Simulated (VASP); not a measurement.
GaN: single point with LDA

GaN:

```
Ga N
1.0
    -3.15158    0.00000    0.00000
     0.00000    0.00000   -5.13825
     0.00000   -5.45869    0.00000
Ga N
4 4
Direct
  0.50000 0.00466 0.16993
  0.00000 0.00208 0.66340
  0.00000 0.50208 0.33660
  0.50000 0.50466 0.83007
  0.50000 0.61043 0.16712
  0.00000 0.61162 0.66618
  0.00000 0.11162 0.33382
  0.50000 0.11043 0.83288
```

This cell differs from its parent crystal: atoms displaced along a vibrational mode.

| Item | Value |
| --- | --- |
| Program | VASP 6.6.1 |
| Task | single point |
| Functional | LDA |
| Potentials or basis | VASP PAW LDA potentials, release 64 (Ga_d, N) |
| Cutoff | 520 eV |
| k mesh | 8 × 6 × 6 |
| Occupations | gaussian, width 0.05 eV |
| Spin | no spin polarisation |
| Dipole correction | no |
| Further INCAR settings | ALGO = Normal; EDIFF = 1e-06; NBANDS = 46 |

```
Pressure               : 2.0 GPa
Largest force          : 1.084 eV/Å
Band gap on the k mesh : 2.07 eV
```

Forces on the atoms (eV/Å):
```
Ga   0.000  0.509  0.958
Ga   0.000 -0.526  0.700
Ga   0.000  0.526  0.700
Ga   0.000 -0.509  0.958
N    0.000  0.022 -0.798
N    0.000 -0.044 -0.859
N    0.000  0.044 -0.859
N    0.000 -0.022 -0.798
```

Stress tensor (GPa, compression positive):
```
 4.80  0.00  0.00
 0.00  4.83  0.00
 0.00  0.00 -3.61
```

Levels at points of the mesh, in eV from the valence-band top:
```
           k point  band 33  band 34  band 35  band 36  band 37  band 38  band 39  band 40
(0.00, 0.00, 0.00)    -1.13    -0.18    -0.18     0.00     2.07     4.15     4.85     5.59
(0.50, 0.00, 0.00)    -2.56    -2.53    -1.96    -1.81     5.72     5.93     6.65     6.74
(0.00, 0.50, 0.00)    -0.69    -0.69    -0.69    -0.69     4.28     4.28     4.38     4.38
(0.50, 0.50, 0.00)    -1.76    -1.76    -1.61    -1.61     5.70     5.70     5.82     5.82
(0.00, 0.00, 0.50)    -0.82    -0.73    -0.68    -0.62     4.26     4.37     5.79     5.83
(0.50, 0.00, 0.50)    -2.22    -2.14    -1.41    -1.34     4.75     4.94     5.54     5.64
(0.00, 0.50, 0.50)    -1.67    -1.67    -1.43    -1.43     5.17     5.17     5.31     5.31
(0.50, 0.50, 0.50)    -1.98    -1.98    -1.83    -1.83     4.26     4.26     4.44     4.44
```

Wall time 2.2 min on 1 thread of Intel(R) Xeon(R) 6975P-C (Granite Rapids) (shared host), peak memory 0.33 GiB.

Caveat: the cell differs from its parent crystal (atoms displaced along a vibrational mode); forces of over 1 eV/Å act on the atoms, so gaps and moduli don't describe the material at rest.
